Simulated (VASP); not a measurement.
# LiSn2: single point with PBE

Crystal: LiSn2.

```
Li Sn
1.0
     2.84803   -4.11025    0.00000
     2.84803    4.11025    0.00000
     0.00000    0.00000    3.17846
Li Sn
1 2
Direct
  0.50000 0.50000 0.00000
  0.82033 0.17967 0.50000
  0.17967 0.82033 0.50000
```

- Program: VASP 6.6.1
- Task: single point
- Functional: PBE
- Potentials or basis: VASP PAW PBE potentials, release 64 (Li_sv, Sn_d)
- Cutoff: 520 eV
- k mesh: 10 × 10 × 14
- Occupations: gaussian, width 0.1 eV
- Spin: no spin polarisation

```yaml
Band_gap_on_the_k_mesh: zero (an odd number of electrons rules out a gap without spin polarisation)
```

Levels at points of the mesh, in eV from the Fermi level:
```
           k point  band 11  band 12  band 13  band 14  band 15  band 16  band 17  band 18  band 19  band 20
(0.00, 0.00, 0.00)   -21.29   -10.33    -5.18    -2.73    -2.13    -0.09     0.06     2.63     4.37     8.01
(0.50, 0.00, 0.00)   -21.27    -9.29    -7.97    -3.24    -1.63     2.03     2.20     5.55     5.64     5.92
(0.50, 0.50, 0.00)   -21.30    -8.96    -7.86    -4.09    -3.29     3.35     5.01     5.28     5.85     5.89
(0.00, 0.00, 0.50)   -21.19    -7.71    -4.44    -2.04    -0.54    -0.35    -0.15     3.01     3.12     3.65
(0.50, 0.00, 0.50)   -21.21    -6.58    -5.36    -3.51    -2.26    -0.85     0.63     3.14     3.61     4.02
(0.50, 0.50, 0.50)   -21.20    -6.18    -5.20    -3.31    -2.13    -1.71    -1.28     2.21     2.49     6.48
```

It took 13 min on 1 thread of Intel(R) Xeon(R) Platinum 8488C (Sapphire Rapids), on a shared host, peak memory 0.44 GiB.

Caveat: spin-orbit coupling is left out, which moves the levels of the heavy elements.
